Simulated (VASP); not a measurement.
Here is a VASP 6.6.1 calculation.

INCAR

```
PREC = Accurate ; ENCUT = 520
EDIFF = 1E-6 ; ISMEAR = 0
SIGMA = 0.02 ; LREAL = F
LASPH = T ; NELM = 80
ALGO = Normal ; ISIF = 2
LWAVE = F ; LCHARG = F
GGA = PE ; NBANDS = 26
```

Contents of KPOINTS:

```
Automatic mesh
0
Gamma
  12 12 6
```

File POSCAR:

```
ZnS
1.0
    3.7640888459      0.0000000000      0.0000000000
   -1.8820444230      3.2597965626      0.0000000000
    0.0000000000      0.0000000000      6.1861467435
Zn S
2 2
Direct
    0.3333333333      0.6666666667      0.0055746588
    0.6666666667      0.3333333333      0.5055746588
    0.3333333333      0.6666666667      0.3794253412
    0.6666666667      0.3333333333      0.8794253412
```

Potentials or basis: VASP PAW PBE potentials, release 64 (Zn, S).

The run is started by

```bash
$ cat potpaw_PBE.64/Zn/POTCAR potpaw_PBE.64/S/POTCAR > POTCAR
$ mpirun -np 1 vasp_std > vasp.out
```

Problem. Estimate the pressure.

Solution. 5.1 GPa.

Problem. What does it give for the largest force?

Solution. 0.005 eV/Å.

Forces in eV/Å, atoms in the order of the input:
```
Zn   0.000  0.000  0.005
Zn   0.000  0.000  0.005
S    0.000  0.000 -0.005
S    0.000  0.000 -0.005
```
